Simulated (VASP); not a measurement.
# CdS (Imm2) in VASP: notebook

CdS is run at these levels: r2SCAN; tasks: single point.

Program: VASP 6.6.1. These are calculated values, not measurements. Logs are shortened: lines on timing, memory, paths and dates and some standing lists are left out, and cuts for length are marked.

### 1 The cell of the first run

Symmetry: Imm2, No. 44, orthorhombic system. Conventional cell: a = 3.856 Å, b = 5.454 Å, c = 3.856 Å, α = 90.00°, β = 90.00°, γ = 90.00°. Within 3.3 Å of Cd (site symmetry mm2) lie 6 S at 2.48 to 3.00 Å. S (site symmetry mm2) has 6 Cd at 2.48 to 3.00 Å within 3.3 Å.

### 2 Single point, r2SCAN (mode 4 frozen in at -0.203 Å and mode 5 at -0.203 Å (largest displacements))

Contents of POSCAR:

```
CdS
1.0
    0.0000000000      2.7269062253      2.7269062253
    2.7269062253      0.0000000000      2.7269062253
    2.7269062253      2.7269062253      0.0000000000
Cd S
1 1
Direct
    0.0000000000      0.0000000000      0.0212309267
    0.5000000000      0.5000000000      0.4255566627
```

Contents of INCAR.step1:

```
SYSTEM = CdS
  ALGO = Normal
  EDIFF = 1E-4
  ENCUT = 520
  GGA = PE
  ISMEAR = 0
  LASPH = .TRUE.
  LCHARG = .FALSE.
  LREAL = .FALSE.
  LWAVE = .TRUE.
  NBANDS = 16
  NELM = 80
  PREC = Accurate
  SIGMA = 0.05
```

Contents of INCAR.step2:

```
SYSTEM = CdS
  ALGO = Normal
  EDIFF = 1E-6
  ENCUT = 520
  ISIF = 2
  ISMEAR = 0
  ISTART = 1
  LASPH = .TRUE.
  LCHARG = .FALSE.
  LMIXTAU = .TRUE.
  LREAL = .FALSE.
  LWAVE = .FALSE.
  METAGGA = R2SCAN
  NBANDS = 16
  NELM = 80
  PREC = Accurate
  SIGMA = 0.05
```

Contents of KPOINTS:

```
k-points
0
G
  8 8 8
  0 0 0
```

Potentials or basis: VASP PAW PBE potentials, release 64 (Cd, S).

Launch:

```
$ cat potpaw_PBE.64/Cd/POTCAR potpaw_PBE.64/S/POTCAR > POTCAR
$ cp INCAR.step1 INCAR
$ mpirun -np 1 vasp_std > vasp.out
$ cp INCAR.step2 INCAR
$ mpirun -np 1 vasp_std > vasp.out
```

OUTCAR:

```text
SYSTEM = CdS
   EDIFF = 1E-6
   ENCUT = 520
   ISIF = 2
   ISMEAR = 0
   ISTART = 1
   LASPH = .TRUE.
   LREAL = .FALSE.
   METAGGA = R2SCAN
   NELM = 80
   PREC = Accurate

 ion  position               nearest neighbor table
   1  0.000  0.000  0.021-   2 2.48   2 2.48   2 2.75   2 2.75   2 3.00   2 3.00
   2  0.500  0.500  0.426-   1 2.48   1 2.48   1 2.75   1 2.75   1 3.00   1 3.00

  LATTYP: Found a face centered cubic cell.
 ALAT       =     5.4538124506

  Lattice vectors:

 A1 = (   0.0000000000,   2.7269062253,   2.7269062253)
 A2 = (   2.7269062253,   0.0000000000,   2.7269062253)
 A3 = (   2.7269062253,   2.7269062253,   0.0000000000)

Analysis of symmetry for initial positions (statically):
=====================================================================
 Subroutine PRICEL returns:
 Original cell was already a primitive cell.

 Routine SETGRP: Setting up the symmetry group for a
 face centered cubic supercell.

 Subroutine GETGRP returns: Found  4 space group operations
 (whereof  4 operations were pure point group operations)
 out of a pool of 48 trial point group operations.

The static configuration has the point symmetry C_2v.

Analysis of symmetry for dynamics (positions and initial velocities):
=====================================================================
 Subroutine PRICEL returns:
 Original cell was already a primitive cell.

 Routine SETGRP: Setting up the symmetry group for a
 face centered cubic supercell.

 Subroutine GETGRP returns: Found  4 space group operations
 (whereof  4 operations were pure point group operations)
 out of a pool of 48 trial point group operations.

The dynamic configuration has the point symmetry C_2v.

 Subroutine INISYM returns: Found  4 space group operations
 (whereof  4 operations are pure point group operations),
 and found     1 'primitive' translations

----------------------------------------------------------------------------------------

                                     Primitive cell

  volume of cell :      40.5546

  direct lattice vectors                    reciprocal lattice vectors
     0.000000000  2.726906225  2.726906225    -0.183357974  0.183357974  0.183357974
     2.726906225  0.000000000  2.726906225     0.183357974 -0.183357974  0.183357974
     2.726906225  2.726906225  0.000000000     0.183357974  0.183357974 -0.183357974

  length of vectors
     3.856427767  3.856427767  3.856427767     0.317585326  0.317585326  0.317585326

  position of ions in fractional coordinates (direct lattice)
     0.000000000  0.000000000  0.021230927
     0.500000000  0.500000000  0.425556663

  ion indices of the primitive-cell ions
   primitive index   ion index
                 1           1
                 2           2

----------------------------------------------------------------------------------------

 KPOINTS: k-points

Automatic generation of k-mesh.
 Grid dimensions read from file:
 generate k-points for:    8    8    8

 Generating k-lattice:

  Cartesian coordinates                     Fractional coordinates (reciprocal lattice)
    -0.022919747  0.022919747  0.022919747     0.125000000  0.000000000  0.000000000
     0.022919747 -0.022919747  0.022919747     0.000000000  0.125000000  0.000000000
     0.022919747  0.022919747 -0.022919747     0.000000000  0.000000000  0.125000000

  Length of vectors
     0.039698166  0.039698166  0.039698166

  Shift w.r.t. Gamma in fractional coordinates (k-lattice)
     0.000000000  0.000000000  0.000000000

 Subroutine IBZKPT returns following result:
 ===========================================

 Found     95 irreducible k-points:

 Following reciprocal coordinates:
            Coordinates               Weight
  0.000000  0.000000  0.000000      1.000000
  0.125000  0.000000  0.000000      4.000000
  0.000000  0.000000  0.125000      4.000000
  0.250000  0.000000  0.000000      4.000000
  0.000000  0.000000  0.250000      4.000000
  0.375000  0.000000  0.000000      4.000000
[... 16 lines left out ...]
  0.125000  0.125000 -0.375000      4.000000
 -0.375000  0.125000  0.000000      4.000000
 [... further k-points ...]
   k-points           NKPTS =     95   k-points in BZ     NKDIM =     95   number of bands    NBANDS=     16
   number of dos      NEDOS =    301   number of ions     NIONS =      2
   total plane-waves  NPLWV =  27000
   dimension x,y,z NGX =    30 NGY =   30 NGZ =   30
   dimension x,y,z NGXF=    60 NGYF=   60 NGZF=   60
   ions per type =               1   1
   NGX,Y,Z   is equivalent  to a cutoff of  12.93, 12.93, 12.93 a.u.
   NGXF,Y,Z  is equivalent  to a cutoff of  25.87, 25.87, 25.87 a.u.
 SYSTEM =  CdS
   PREC   = accura    normal or accurate (medium, high low for compatibility)
   ISTART =      1    job   : 0-new  1-cont  2-samecut
   ICHARG =      0    charge: 1-file 2-atom 10-const
   ISPIN  =      1    spin polarized calculation?
   LNONCOLLINEAR =      F non collinear calculations
   LSORBIT =      F    spin-orbit coupling
   LASPH  =      T    aspherical Exc in radial PAW
   ENCUT  =  520.0 eV  38.22 Ry    6.18 a.u.   7.17  7.17  7.17*2*pi/ulx,y,z
   NELM   =     80;   NELMIN=  2; NELMDL=  0     # of ELM steps
   EDIFF  = 0.1E-05   stopping-criterion for ELM
   LREAL  =      F    real-space projection
   EDIFFG = 0.1E-04   stopping-criterion for IOM
   NSW    =      0    number of steps for IOM
   IBRION =     -1    ionic relax: 0-MD 1-quasi-New 2-CG
   NFREE  =      0    steps in history (QN), initial steepest desc. (CG)
   ISIF   =      2    stress and relaxation
   ISYM   =      2    0-nonsym 1-usesym 2-fastsym
   POTIM  = 0.5000    time-step for ionic-motion
   TEBEG  =    0.0;   TEEND  =   0.0 temperature during run
   PSTRESS=    0.0 pullay stress
   NELECT =      18.0000    total number of electrons
   NUPDOWN=      -1.0000    fix difference up-down
   EMIN   =  10.00;   EMAX   =-10.00  energy-range for DOS
   EFERMI =   0.00;   METHOD = LEGACY
   ISMEAR =     0;   SIGMA  =   0.05  broadening in eV -4-tet -1-fermi 0-gaus
   EFERMI_NEDOS =   21; number of points for ismear=-14 and -15
   IALGO  =     38    algorithm
   IMIX   =      4    mixing-type and parameters
     AMIX     =   0.40;   BMIX     =  1.00
     AMIX_MAG =   1.60;   BMIX_MAG =  1.00
  volume/ion in A,a.u.               =      20.28       136.84
[... 38 lines left out ...]
      3      -5.2381      2.00000
      4      -5.1768      2.00000
      5      -5.1266      2.00000
      6      -5.1226      2.00000
[... 8 lines left out ...]
     15      14.7826      0.00000
     16      15.0924      0.00000

 k-point     2 :       0.1250    0.0000    0.0000
  band No.  band energies     occupation
      1     -10.5612      2.00000
      2      -5.3583      2.00000
      3      -5.2316      2.00000
      4      -5.1650      2.00000
      5      -5.1288      2.00000
      6      -5.1143      2.00000
[... 8 lines left out ...]
     15      13.9691      0.00000
     16      14.8991      0.00000

 k-point     3 :       0.0000    0.0000    0.1250
  band No.  band energies     occupation
      1     -10.5613      2.00000
      2      -5.3612      2.00000
      3      -5.2726      2.00000
      4      -5.1789      2.00000
      5      -5.1077      2.00000
      6      -5.0988      2.00000
[... 8 lines left out ...]
     15      13.9756      0.00000
     16      14.8745      0.00000

 k-point     4 :       0.2500    0.0000    0.0000
  band No.  band energies     occupation
      1     -10.2200      2.00000
      2      -5.4215      2.00000
      3      -5.3104      2.00000
      4      -5.1551      2.00000
      5      -5.0699      2.00000
      6      -5.0542      2.00000
[... 8 lines left out ...]
     15      14.1923      0.00000
     16      14.7206      0.00000

 k-point     5 :       0.0000    0.0000    0.2500
  band No.  band energies     occupation
      1     -10.2195      2.00000
      2      -5.4592      2.00000
      3      -5.3559      2.00000
      4      -5.2069      2.00000
      5      -5.0397      2.00000
      6      -5.0311      2.00000
[... 8 lines left out ...]
     15      14.1694      0.00000
     16      14.6685      0.00000

 k-point     6 :       0.3750    0.0000    0.0000
  band No.  band energies     occupation
      1      -9.8260      2.00000
      2      -5.4392      2.00000
      3      -5.4031      2.00000
      4      -5.2044      2.00000
      5      -4.9837      2.00000
      6      -4.9745      2.00000
[... 8 lines left out ...]
     15      15.5045      0.00000
     16      15.6707      0.00000

 k-point     7 :       0.0000    0.0000    0.3750
  band No.  band energies     occupation
      1      -9.8219      2.00000
      2      -5.5573      2.00000
      3      -5.4159      2.00000
      4      -5.2750      2.00000
      5      -4.9636      2.00000
      6      -4.9574      2.00000
[... 8 lines left out ...]
     15      15.4960      0.00000
     16      15.7579      0.00000

 k-point     8 :       0.5000    0.0000    0.0000
  band No.  band energies     occupation
      1      -9.6416      2.00000
      2      -5.4499      2.00000
      3      -5.3878      2.00000
      4      -5.2730      2.00000
      5      -4.9451      2.00000
      6      -4.9403      2.00000
[... 8 lines left out ...]
     15      16.4455      0.00000
     16      16.7807      0.00000

 k-point     9 :       0.0000    0.0000    0.5000
  band No.  band energies     occupation
      1      -9.6344      2.00000
      2      -5.5974      2.00000
      3      -5.4093      2.00000
      4      -5.3434      2.00000
      5      -4.9308      2.00000
      6      -4.9260      2.00000
[... 8 lines left out ...]
     15      16.4422      0.00000
     16      16.8246      0.00000
[... 172 lines left out ...]
 k-point    19 :       0.1250    0.1250   -0.2500
  band No.  band energies     occupation
      1      -9.9181      2.00000
      2      -5.4529      2.00000
      3      -5.3304      2.00000
      4      -5.2788      2.00000
      5      -4.9692      2.00000
      6      -4.9495      2.00000
[... 8 lines left out ...]
     15      16.0697      0.00000
     16      16.1346      0.00000

 k-point    20 :       0.5000    0.1250    0.0000
  band No.  band energies     occupation
      1      -9.6689      2.00000
      2      -5.4889      2.00000
      3      -5.3242      2.00000
      4      -5.1413      2.00000
      5      -4.9465      2.00000
      6      -4.8990      2.00000
[... 8 lines left out ...]
     15      16.8283      0.00000
     16      17.2789      0.00000

 k-point    21 :       0.0000    0.5000    0.1250
  band No.  band energies     occupation
      1      -9.6705      2.00000
      2      -5.4272      2.00000
      3      -5.3175      2.00000
      4      -5.1794      2.00000
      5      -4.9407      2.00000
      6      -4.9197      2.00000
[... 8 lines left out ...]
     15      16.6453      0.00000
     16      17.1474      0.00000

 k-point    22 :       0.1250    0.0000    0.5000
  band No.  band energies     occupation
      1      -9.6634      2.00000
      2      -5.5360      2.00000
      3      -5.3709      2.00000
      4      -5.2285      2.00000
      5      -4.9332      2.00000
      6      -4.9135      2.00000
[... 8 lines left out ...]
     15      16.8056      0.00000
     16      17.2151      0.00000

 k-point    23 :       0.1250    0.1250   -0.3750
  band No.  band energies     occupation
      1      -9.6623      2.00000
      2      -5.5443      2.00000
      3      -5.3778      2.00000
      4      -5.2548      2.00000
      5      -4.9176      2.00000
      6      -4.9006      2.00000
[... 8 lines left out ...]
     15      16.5733      0.00000
     16      17.2847      0.00000

 k-point    24 :      -0.3750    0.1250    0.0000
  band No.  band energies     occupation
      1      -9.7154      2.00000
      2      -5.4444      2.00000
      3      -5.3280      2.00000
      4      -5.1769      2.00000
      5      -4.9693      2.00000
      6      -4.9160      2.00000
[... 8 lines left out ...]
     15      15.8601      0.00000
     16      17.1723      0.00000

 [... further k-points ...]

------------------------ aborting loop because EDIFF is reached ----------------------------------------

  FORCE on cell =-STRESS in cart. coord.  units (eV):
  Direction    XX          YY          ZZ          XY          YZ          ZX
  --------------------------------------------------------------------------------------
  -------------------------------------------------------------------------------------
  Total        1.7386324      1.7386324     -0.0422249     -0.3964722      0.0000000      0.0000000
  in kB       68.6875071     68.6875071     -1.6681630    -15.6632820      0.0000000      0.0000000
  external PRESSURE =      45.2356171 kB  Pullay stress =       0.0000000 kB

 VOLUME and BASIS-vectors are now :
 -----------------------------------------------------------------------------
  energy-cutoff  :      520.00
  volume of cell :       40.55
      direct lattice vectors                 reciprocal lattice vectors
     0.000000000  2.726906225  2.726906225    -0.183357974  0.183357974  0.183357974
     2.726906225  0.000000000  2.726906225     0.183357974 -0.183357974  0.183357974
     2.726906225  2.726906225  0.000000000     0.183357974  0.183357974 -0.183357974

 POSITION                                       TOTAL-FORCE (eV/Angst)
 -----------------------------------------------------------------------------------
      0.05789      0.05789      0.00000        -0.628888     -0.628888      0.000000
      2.52391      2.52391      2.72691         0.628888      0.628888     -0.000000
 -----------------------------------------------------------------------------------
    total drift:                               -0.000179     -0.000179      0.000001

  FREE ENERGIE OF THE ION-ELECTRON SYSTEM (eV)
  ---------------------------------------------------
  free  energy   TOTEN  =       -29.3787147695 eV

  energy  without entropy=      -29.3787147695  energy(sigma->0) =      -29.37871477
```

It took 3.2 min on 1 thread of Intel Xeon Platinum 8488C (Sapphire Rapids), shared host; peak memory 0.21 GiB.

What came out:

- Free energy: -29.3787 eV
- Pressure: 4.5 GPa
- Largest force: 0.889 eV/Å
- Band gap on the k mesh: 0.99 eV, indirect (least direct gap 2.13 eV)

Forces on the atoms (eV/Å):
```
Cd  -0.629 -0.629  0.000
S    0.629  0.629  0.000
```

Caveat: the cell differs from its parent crystal (mode 4 frozen in at -0.203 Å and mode 5 at -0.203 Å (largest displacements)); the PAW data sets were made with another functional, which shifts forces and pressure a little.

### 3 Single point, r2SCAN (mode 4 frozen in at -0.081 Å and mode 5 at -0.081 Å (largest displacements))

Contents of POSCAR:

```
CdS
1.0
    0.0000000000      2.7269062253      2.7269062253
    2.7269062253      0.0000000000      2.7269062253
    2.7269062253      2.7269062253      0.0000000000
Cd S
1 1
Direct
    0.0000000000      0.0000000000      0.0084923707
    0.5000000000      0.5000000000      0.4702226651
```

Contents of INCAR.step1:

```
SYSTEM = CdS
ALGO = Normal ; EDIFF = 1E-4
ENCUT = 520 ; GGA = PE
ISMEAR = 0 ; LASPH = .True.
LCHARG = .False. ; LREAL = .False.
LWAVE = .True. ; NBANDS = 16
NELM = 80 ; PREC = Accurate
SIGMA = 0.05
```

Contents of INCAR.step2:

```
SYSTEM = CdS
ALGO = Normal ; EDIFF = 1E-6
ENCUT = 520 ; ISIF = 2
ISMEAR = 0 ; ISTART = 1
LASPH = .True. ; LCHARG = .False.
LMIXTAU = .True. ; LREAL = .False.
LWAVE = .False. ; METAGGA = R2SCAN
NBANDS = 16 ; NELM = 80
PREC = Accurate ; SIGMA = 0.05
```

Contents of KPOINTS:

```
k-points
0
Gamma
  8 8 8
  0 0 0
```

Potentials or basis: VASP PAW PBE potentials, release 64 (Cd, S).

Launch:

```
$ cat potpaw_PBE.64/Cd/POTCAR potpaw_PBE.64/S/POTCAR > POTCAR
$ cp INCAR.step1 INCAR
$ mpirun -np 1 vasp_std > vasp.out
$ cp INCAR.step2 INCAR
$ mpirun -np 1 vasp_std > vasp.out
```

It took 3.5 min on 1 thread of Intel Xeon Platinum 8488C (Sapphire Rapids), shared host; peak memory 0.2 GiB.

Results (log left out):

```
Free energy            : -29.5037 eV
Pressure               : 1.1 GPa
Largest force          : 0.287 eV/Å
Band gap on the k mesh : 0.78 eV, indirect (least direct gap 2.31 eV)
```

Forces in eV/Å, atoms in the order of the input:
```
Cd  -0.203 -0.203  0.000
S    0.203  0.203  0.000
```

Stress tensor (GPa, compression positive):
```
 1.50 -0.19  0.00
-0.19  1.50  0.00
 0.00  0.00  0.34
```

Levels at points of the mesh, in eV from the valence-band top:
| k point | band 6 | band 7 | band 8 | band 9 | band 10 | band 11 | band 12 | band 13 |
| --- | --- | --- | --- | --- | --- | --- | --- | --- |
| (0.00, 0.00, 0.00) | -7.84 | -0.74 | -0.72 | -0.71 | 1.61 | 9.60 | 9.64 | 9.75 |
| (0.50, 0.00, 0.00) | -7.64 | -4.92 | -0.04 | -0.02 | 4.12 | 6.53 | 6.55 | 7.61 |
| (0.00, 0.00, 0.50) | -7.64 | -4.89 | 0.00 | 0.00 | 4.08 | 6.48 | 6.51 | 7.61 |
| (0.50, 0.50, 0.00) | -6.84 | -4.34 | -2.18 | -2.15 | 0.78 | 6.36 | 10.80 | 12.32 |
| (0.00, 0.50, 0.50) | -6.84 | -4.36 | -2.19 | -2.16 | 0.79 | 6.40 | 10.83 | 12.33 |

Caveat: the cell differs from its parent crystal (mode 4 frozen in at -0.081 Å and mode 5 at -0.081 Å (largest displacements)); the PAW data sets were made with another functional, which shifts forces and pressure a little. A k mesh can miss the band edges.

### 4 Single point, r2SCAN (mode 4 frozen in at -0.162 Å and mode 5 at -0.162 Å (largest displacements))

Contents of POSCAR:

```
CdS
1.0
    0.0000000000      2.7269062253      2.7269062253
    2.7269062253      0.0000000000      2.7269062253
    2.7269062253      2.7269062253      0.0000000000
Cd S
1 1
Direct
    0.0000000000      0.0000000000      0.0169847414
    0.5000000000      0.5000000000      0.4404453301
```

Contents of INCAR.step1:

```
SYSTEM = CdS
  ALGO = Normal
  EDIFF = 1E-4
  ENCUT = 520
  GGA = PE
  ISMEAR = 0
  LASPH = .True.
  LCHARG = .False.
  LREAL = .False.
  LWAVE = .True.
  NBANDS = 16
  NELM = 100
  PREC = Accurate
  SIGMA = 0.05
```

Contents of INCAR.step2:

```
SYSTEM = CdS
  ALGO = Normal
  EDIFF = 1E-6
  ENCUT = 520
  ISIF = 2
  ISMEAR = 0
  ISTART = 1
  LASPH = .True.
  LCHARG = .False.
  LMIXTAU = .True.
  LREAL = .False.
  LWAVE = .False.
  METAGGA = R2SCAN
  NBANDS = 16
  NELM = 100
  PREC = Accurate
  SIGMA = 0.05
```

KPOINTS is that of step 3.

Launch:

```
$ cat potpaw_PBE.64/Cd/POTCAR potpaw_PBE.64/S/POTCAR > POTCAR
$ cp INCAR.step1 INCAR
$ mpirun -np 1 vasp_std > vasp.out
$ cp INCAR.step2 INCAR
$ mpirun -np 1 vasp_std > vasp.out
```

It took 3.7 min on 1 thread of Intel Xeon Platinum 8488C (Sapphire Rapids), shared host; peak memory 0.21 GiB.

The run converged. Its results:

```yaml
Free_energy: -29.4355 eV
Pressure: 3.1 GPa
Largest_force: 0.657 eV/Å
Band_gap_on_the_k_mesh: 0.90 eV, indirect (least direct gap 2.20 eV)
```

Forces on the atoms (eV/Å):
```
Cd  -0.464 -0.464  0.000
S    0.464  0.464  0.000
```

Stress tensor (GPa, compression positive):
```
 4.59 -0.90  0.00
-0.90  4.59  0.00
 0.00  0.00  0.02
```

Levels at points of the mesh, in eV from the valence-band top:
```csv
k point,band 5,band 6,band 7,band 8,band 9,band 10,band 11,band 12,band 13,band 14
"(0.00, 0.00, 0.00)",-7.82,-7.82,-0.66,-0.61,-0.55,1.65,9.29,9.41,9.79,11.79
"(0.50, 0.00, 0.00)",-7.63,-7.63,-4.95,-0.18,-0.09,4.26,6.71,6.75,7.66,12.91
"(0.00, 0.00, 0.50)",-7.62,-7.62,-4.82,-0.02,-0.01,4.14,6.54,6.66,7.63,12.96
"(0.50, 0.50, 0.00)",-7.54,-6.81,-4.30,-2.12,-2.03,0.90,6.19,10.84,12.42,12.82
"(0.00, 0.50, 0.50)",-7.55,-6.82,-4.40,-2.16,-2.07,0.92,6.32,10.94,12.46,12.55
```

Caveat: the cell differs from its parent crystal (mode 4 frozen in at -0.162 Å and mode 5 at -0.162 Å (largest displacements)); the PAW data sets were made with another functional, which shifts forces and pressure a little. A k mesh can miss the band edges.
